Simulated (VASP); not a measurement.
GaN: single point with PBE

The system is GaN.

```xyz
2
Lattice="0.0225 2.2714 2.2714 2.2714 0.0225 2.2714 2.2714 2.2714 0.0225" Properties=species:S:1:pos:R:3 pbc="T T T"
Ga    0.0030    0.0030    0.0030
N     1.1383    1.1383    1.1383
```

This cell differs from its parent crystal: strain along [111] +1.5%.

```
Program                : VASP 6.6.1
Task                   : single point
Functional             : PBE
Potentials or basis    : VASP PAW PBE potentials, release 64 (Ga_d, N)
Cutoff                 : 520 eV
k mesh                 : 10 × 10 × 10
Occupations            : fermi-dirac, width 0.02 eV
Spin                   : no spin polarisation
Dipole correction      : no
Further INCAR settings : ALGO = Normal; EDIFF = 1e-07; NBANDS = 16
```

```json
{
 "Pressure": "3.4 GPa",
 "Largest force": "0.010 eV/Å",
 "Band gap on the k mesh": "1.63 eV, direct"
}
```

Forces on the atoms (eV/Å):
```
Ga   0.006  0.006  0.006
N   -0.006 -0.006 -0.006
```

Stress tensor (GPa, compression positive):
```
 3.41 -1.52 -1.52
-1.52  3.41 -1.52
-1.52 -1.52  3.41
```

Levels at points of the mesh, in eV from the valence-band top:
| k point | band 5 | band 6 | band 7 | band 8 | band 9 | band 10 | band 11 | band 12 | band 13 | band 14 |
| --- | --- | --- | --- | --- | --- | --- | --- | --- | --- | --- |
| (0.00, 0.00, 0.00) | -13.16 | -13.16 | -0.10 | 0.00 | 0.00 | 1.63 | 10.00 | 10.33 | 10.33 | 17.44 |
| (0.50, 0.00, 0.00) | -13.11 | -11.89 | -6.99 | -1.04 | -0.98 | 4.50 | 8.66 | 10.20 | 10.28 | 15.50 |
| (0.50, 0.50, 0.00) | -13.08 | -11.49 | -6.12 | -2.77 | -2.63 | 3.31 | 6.58 | 11.60 | 13.80 | 13.88 |
| (0.50, 0.50, 0.50) | -13.11 | -11.97 | -7.07 | -0.92 | -0.92 | 4.68 | 8.59 | 10.44 | 10.44 | 15.62 |

Wall time 40 s on 1 thread of Intel(R) Xeon(R) Platinum 8259CL CPU @ 2.50GHz (Skylake/Cascade Lake) (shared host), peak memory 0.16 GiB.

Caveat: the cell differs from its parent crystal (strain along [111] +1.5%).
